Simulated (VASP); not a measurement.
Wanted: the native input for a VASP 6.6.1 run.

```
Task                   : single point
Functional             : LDA
Potentials or basis    : VASP PAW LDA potentials, release 64 (Al, Cu)
Cutoff                 : 520 eV
k mesh                 : 12 × 12 × 12
Occupations            : gaussian, width 0.1 eV
Spin                   : no spin polarisation
Dipole correction      : no
Further INCAR settings : ALGO = Fast; EDIFF = 1e-06; NBANDS = 18
```

The structure of Al3Cu lies in POSCAR:

```
Al3Cu
1.0
    3.9288933396      0.0000000000      0.0000000000
    0.0000000000      3.9288933396      0.0000000000
    0.0000000000      0.0000000000      3.9288933396
Al Cu
3 1
Direct
    0.0000000000      0.5000000000      0.5000000000
    0.5000000000      0.0000000000      0.5000000000
    0.5000000000      0.5000000000      0.0000000000
    0.0000000000      0.0000000000      0.0000000000
```

One way to write it, as run:

INCAR

```
ALGO = Fast ; EDIFF = 1E-6
ENCUT = 520 ; ISIF = 2
ISMEAR = 0 ; LASPH = T
LCHARG = F ; LREAL = F
LWAVE = F ; NBANDS = 18
NELM = 100 ; PREC = Accurate
SIGMA = 0.1
```

KPOINTS

```
k-points
0
Gamma
  12 12 12
```

Potentials or basis: VASP PAW LDA potentials, release 64 (Al, Cu).

Run with:

```bash
$ cat potpaw_LDA.64/Al/POTCAR potpaw_LDA.64/Cu/POTCAR > POTCAR
$ mpirun -np 1 vasp_std > vasp.out
```

Results of the run:

The pressure is -5.2 GPa and the band gap on the k mesh is zero (bands 10 and 11 overlap by 4.21 eV).

Caveat: the cell stands under tension.

It took 3.3 min on 1 thread of Intel Xeon 8259CL, with other jobs on the host, peak memory 0.21 GiB.
